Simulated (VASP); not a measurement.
Input of a VASP 6.6.1 run:

The input INCAR:

```
SYSTEM = BP
ALGO = Normal
EDIFF = 1E-7
ENCUT = 520
GGA = PE
ISIF = 2
ISMEAR = -1
LASPH = .TRUE.
LCHARG = .FALSE.
LREAL = .FALSE.
LWAVE = .FALSE.
NBANDS = 11
NELM = 80
PREC = Accurate
SIGMA = 0.02
```

The input KPOINTS:

```
k-points
0
G
  10 10 10
  0 0 0
```

Contents of POSCAR:

```
BP
1.0
    0.0000000000      2.3699362266      2.2267305251
    2.3699362266      0.0000000000      2.2267305251
    2.3699362266      2.3699362266      0.0000000000
B P
1 1
Direct
    0.0000000000      0.0000000000      0.0000000000
    0.2500000000      0.2500000000      0.2500000000
```

Potentials or basis: VASP PAW PBE potentials, release 64 (B, P).

The run is started by

```bash
$ cat potpaw_PBE.64/B/POTCAR potpaw_PBE.64/P/POTCAR > POTCAR
$ mpirun -np 1 vasp_std > vasp.out
```

Estimate the band gap on the k mesh.

0.45 eV, indirect (least direct gap 2.72 eV).

Estimate the pressure.

-9.0 GPa.

Stress tensor (GPa, compression positive):
```
-13.86   0.00   0.00
  0.00 -13.86   0.00
  0.00   0.00   0.59
```

Caveat: the cell differs from its parent crystal (epitaxial xy strain +4.5%). A k mesh can miss the band edges.
